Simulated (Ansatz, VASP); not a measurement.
## One calculation of Cu, two programs

```xyz
8
Lattice="4.5275 0.0000 0.0000 0.0000 4.5275 0.0000 0.0000 0.0000 4.5275" Properties=species:S:1:pos:R:3 pbc="T T T"
Cu    2.2637    2.2637    2.2637
Cu    0.0000    0.0000    0.0000
Cu    1.1319    0.0000    2.2637
Cu    2.2637    1.1319    0.0000
Cu    2.2637    3.3956    0.0000
Cu    3.3956    0.0000    2.2637
Cu    0.0000    2.2637    3.3956
Cu    0.0000    2.2637    1.1319
```

Alike in both runs: task single point; functional PBE; k mesh 4 × 4 × 4; occupations gaussian, width 0.1 eV; no spin polarisation.

|  | VASP | Ansatz |
| --- | --- | --- |
| version | VASP 6.6.1 | Ansatz 0.2.0 |
| potentials or method | VASP PAW PBE potentials, release 64 (Cu), cutoff 520 eV | scalar-relativistic, plane waves, PAW |
| valence electrons in the cell | 88 | 152 |

VASP gave:

| Property | Result |
| --- | --- |
| gap on the k mesh at the Fermi level (eV) | none |
| pressure (GPa) | 9.1 |

**Question.** Estimate Ansatz's values.

**Answer.** gap on the k mesh at the Fermi level (eV): none; pressure (GPa): 8.6.

A gap of «none» marks a metal or a gap that the smearing closes. With one functional, cell and mesh, what is left measures potentials, basis and numerics. VASP's potentials hold 88 valence electrons a cell and Ansatz's 152, so a difference there can come from the potentials and not from the codes.
